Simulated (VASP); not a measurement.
Input of a VASP 6.6.1 run:

Contents of INCAR:

```
SYSTEM = MoC3
PREC = Accurate
ENCUT = 520
EDIFF = 1E-7
ISMEAR = 0
SIGMA = 0.1
LREAL = .False.
LASPH = .True.
NELM = 80
ALGO = Normal
ISIF = 2
LWAVE = .False.
LCHARG = .False.
GGA = PE
NBANDS = 21
```

The input KPOINTS:

```
regular mesh
0
Gamma
  14 14 14
  0 0 0
```

The input POSCAR:

```
MoC3
1.0
    3.2380582427      0.0000000000      0.0000000000
    0.0000000000      3.2380582427      0.0000000000
    0.0000000000      0.0000000000      3.2380582427
Mo C
1 3
Direct
    0.0000000000      0.0000000000      0.0000000000
    0.0000000000      0.5000000000      0.5000000000
    0.5000000000      0.0000000000      0.5000000000
    0.5000000000      0.5000000000      0.0000000000
```

Potentials or basis: VASP PAW PBE potentials, release 64 (Mo_sv, C).

The run is started by

```sh
$ cat potpaw_PBE.64/Mo_sv/POTCAR potpaw_PBE.64/C/POTCAR > POTCAR
$ mpirun -np 1 vasp_std > vasp.out
```

Task: Predict the pressure.

Result: 0.3 GPa.

Task: Predict the band gap on the k mesh.

Result: Zero (band 13 reaches 12.43 eV, above the bottom of band 14 at 10.51 eV).
